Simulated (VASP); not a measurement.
The system is Hf3H.

```
Hf H
1.0
     3.98527    0.00000    0.00000
     0.00000    3.98527    0.00000
     0.00000    0.00000    3.98527
Hf H
3 1
Cartesian
  0.0000 1.9926 1.9926
  1.9926 0.0000 1.9926
  1.9926 1.9926 0.0000
  0.0000 0.0000 0.0000
```

| Item | Value |
| --- | --- |
| Program | VASP 6.6.1 |
| Task | relaxation of cell and atoms |
| Functional | PBE |
| Potentials or basis | VASP PAW PBE potentials, release 64 (Hf_pv, H) |
| Cutoff | 600 eV |
| k mesh | 4 × 4 × 4 |
| Occupations | gaussian, width 0.1 eV |
| Spin | no spin polarisation |

At the start: pressure 20.6 GPa; volume 15.82 Å³/atom.

Task: Where does the relaxation end?

Result: Over 3 steps the energy falls by 175.1 meV/atom and the volume is 18.92 Å³/atom (+19.6 %); space group Pm-3m (No. 221, to 0.1 Å) before and after.

Step by step:
| step | energy change (eV) | largest force (eV/Å) | pressure (GPa) | volume (Å³) |
| --- | --- | --- | --- | --- |
| 1 | 0.0000 | 0.0000 | 20.56 | 63.30 |
| 2 | -0.4984 | 0.0000 | -7.39 | 83.78 |
| 3 | -0.7006 | 0.0000 | -0.02 | 75.69 |

Final structure:
```yaml
crystal:
  lattice:
    - [4.23001, 0.00000, 0.00000]
    - [0.00000, 4.23001, 0.00000]
    - [0.00000, 0.00000, 4.23001]
  atoms:
    - { symbol: Hf, position: [0.00000, 0.50000, 0.50000] }
    - { symbol: Hf, position: [0.50000, 0.00000, 0.50000] }
    - { symbol: Hf, position: [0.50000, 0.50000, 0.00000] }
    - { symbol: H, position: [0.00000, 0.00000, 0.00000] }
```

Caveat: the k points lie up to 0.37 Å⁻¹ apart in the final cell, too coarse for converged energies and pressures of a metal; the volume moved by over 15 % at a fixed basis, so the end points are rough.
